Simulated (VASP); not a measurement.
Write the native input for VASP 6.6.1 that does the following.

```yaml
Task: single point
Functional: PBEsol
Potentials_or_basis: VASP PAW PBE potentials, release 64 (Cl)
Cutoff: 520 eV
k_mesh: 12 × 12 × 12
Occupations: fermi-dirac, width 0.1 eV
Spin: no spin polarisation
Dipole_correction: no
Further_INCAR_settings: ALGO = Normal; EDIFF = 1e-06; NBANDS = 14
```

The structure of Cl lies in POSCAR:

```
Cl
1.0
    0.0000000000      2.7767159498      2.7767159498
    2.7767159498      0.0000000000      2.7767159498
    2.7767159498      2.7767159498      0.0000000000
Cl
2
Direct
   -0.1250000000     -0.1250000000     -0.1250000000
    0.1250000000      0.1250000000      0.1250000000
```

This cell differs from its parent crystal: volume scaled by 0.68.

These files were run (other wordings do the same):

INCAR

```
PREC = Accurate
ENCUT = 520
EDIFF = 1E-6
ISMEAR = -1
SIGMA = 0.1
LREAL = False
LASPH = True
NELM = 60
ALGO = Normal
ISIF = 2
LWAVE = False
LCHARG = True
GGA = PS
LELF = True
LVHAR = True
NBANDS = 14
```

KPOINTS

```
Automatic mesh
0
Gamma
  12 12 12
```

Potentials or basis: VASP PAW PBE potentials, release 64 (Cl).

The run is started by

```bash
$ cat potpaw_PBE.64/Cl/POTCAR > POTCAR
$ mpirun -np 1 vasp_std > vasp.out
```

It gave:

The pressure is 19.5 GPa. The band gap on the k mesh is zero (band 7 reaches 4.29 eV, above the bottom of band 8 at 1.47 eV).

Caveat: the PAW data sets were made with another functional, which shifts forces and pressure a little.

Run time: 37 s on 1 thread of Intel(R) Xeon(R) Platinum 8375C CPU @ 2.90GHz (Ice Lake) (shared host), peak memory 0.17 GiB.
